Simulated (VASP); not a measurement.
Input of a VASP 6.6.1 run:

File INCAR:

```
ALGO = Normal
EDIFF = 1E-6
ENCUT = 600
GGA = PE
GGA_COMPAT = F
ISIF = 2
ISMEAR = 0
LASPH = T
LCHARG = F
LREAL = F
LWAVE = F
NBANDS = 20
NELM = 120
PREC = Accurate
SIGMA = 0.01
```

File KPOINTS:

```
k-points
0
Gamma
  3 3 3
```

POSCAR

```
PbO2
1.0
    3.0683908700     -0.0497659100      0.0791192100
   -1.5772942900      2.8905930600     -0.0774020000
    0.1292005500     -0.0713559900      5.0835248900
Pb O
1 2
Direct
    0.8367930000      0.2607780000      0.8661140000
    1.0727320000      0.9176430000      1.1045250000
    1.3347450000      0.5442500000      1.6692410000
```

Potentials or basis: VASP PAW PBE potentials, release 64 (Pb_d, O).

Command:

```sh
$ cat potpaw_PBE.64/Pb_d/POTCAR potpaw_PBE.64/O/POTCAR > POTCAR
$ mpirun -np 1 vasp_std > vasp.out
```

Problem. Estimate the largest force.

Solution. 18.686 eV/Å.

Problem. Estimate the band gap on the k mesh.

Solution. 1.27 eV, direct.

Stress tensor (GPa, compression positive):
```
 64.89  25.67 -33.42
 25.67  43.26 -29.47
-33.42 -29.47  38.37
```

Caveat: the k points lie up to 0.78 Å⁻¹ apart; spin-orbit coupling is left out, which moves the levels of the heavy elements; forces of over 1 eV/Å act on the atoms, so gaps and moduli don't describe the material at rest. As with any semilocal functional, this PBE gap is likely too small.
